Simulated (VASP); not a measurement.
A run of VASP 6.6.1:

Contents of POSCAR:

```
GaAg3
1.0
    4.0812950000      0.0204064750      0.0204064750
    0.0204064750      4.0812950000      0.0204064750
    0.0204064750      0.0204064750      4.0812950000
Ga Ag
1 3
Direct
    0.0000000000      0.0000000000      0.0000000000
    0.5000000000      0.0000000000      0.5000000000
    0.0000000000      0.5000000000      0.5000000000
    0.5000000000      0.5000000000      0.0000000000
```

Contents of INCAR.step1:

```
PREC = Accurate
ENCUT = 520
ISMEAR = 1
SIGMA = 0.01
LREAL = F
LASPH = T
NELM = 100
NBANDS = 31
GGA = PE
ALGO = Normal
EDIFF = 1E-4
LWAVE = T
LCHARG = F
```

File INCAR.step2:

```
PREC = Accurate
ENCUT = 520
EDIFF = 1E-6
ISMEAR = 1
SIGMA = 0.01
LREAL = F
LASPH = T
NELM = 100
ALGO = Normal
ISIF = 2
LWAVE = F
LCHARG = T
METAGGA = R2SCAN
LMIXTAU = T
LELF = T
LVHAR = T
NBANDS = 31
ISTART = 1
```

Contents of KPOINTS:

```
regular mesh
0
Gamma
  9 9 9
```

Potentials or basis: VASP PAW PBE potentials, release 64 (Ga_d, Ag).

Command:

```bash
$ cat potpaw_PBE.64/Ga_d/POTCAR potpaw_PBE.64/Ag/POTCAR > POTCAR
$ cp INCAR.step1 INCAR
$ mpirun -np 1 vasp_std > vasp.out
$ cp INCAR.step2 INCAR
$ mpirun -np 1 vasp_std > vasp.out
```

Hardware: 1 thread of Intel(R) Xeon(R) 6975P-C (Granite Rapids) (shared host).

Q: How long does it take, and how much memory?

A: Wall time 3.9 min on 1 thread of Intel(R) Xeon(R) 6975P-C (Granite Rapids), on a shared host, peak memory 0.28 GiB. Counts: k points 85.
